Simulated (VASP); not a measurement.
A run of VASP 6.6.1 is set up as follows.

The input INCAR:

```
  ALGO = Fast
  EDIFF = 1E-7
  ENCUT = 520
  GGA = PS
  ISIF = 2
  ISMEAR = 0
  ISPIN = 2
  LASPH = T
  LCHARG = F
  LMAXMIX = 4
  LORBIT = 11
  LREAL = F
  LWAVE = F
  MAGMOM = 2.32 2.32 2.32 2.32
  NBANDS = 30
  NELM = 150
  PREC = Accurate
  SIGMA = 0.1
```

KPOINTS

```
k-points
0
Gamma
  6 6 2
```

File POSCAR:

```
Co
1.0
    2.4519481203      0.0000000000      0.0000000000
   -1.2259740601      2.1234493609      0.0000000000
    0.0000000000      0.0000000000      7.9639591306
Co
4
Direct
    0.0000000000      0.0000000000      0.0000000000
    0.3333333333      0.6666666667      0.2500000000
    0.0000000000      0.0000000000      0.5000000000
    0.6666666667      0.3333333333      0.7500000000
```

Potentials or basis: VASP PAW PBE potentials, release 64 (Co).

Run with:

```sh
$ cat potpaw_PBE.64/Co/POTCAR > POTCAR
$ mpirun -np 1 vasp_std > vasp.out
```

Problem. Estimate the site moments.

Solution. Co +1.56, +1.57 (each value once) μB.

Problem. Predict the pressure.

Solution. -0.9 GPa.

Problem. What does it give for the net moment?

Solution. 6.25 μB per cell.

Stress tensor (GPa, compression positive):
```
-0.88  0.00  0.00
 0.00 -0.88  0.00
 0.00  0.00 -1.07
```

Caveat: the k points lie up to 0.49 Å⁻¹ apart; the PAW data sets were made with another functional, which shifts forces and pressure a little.
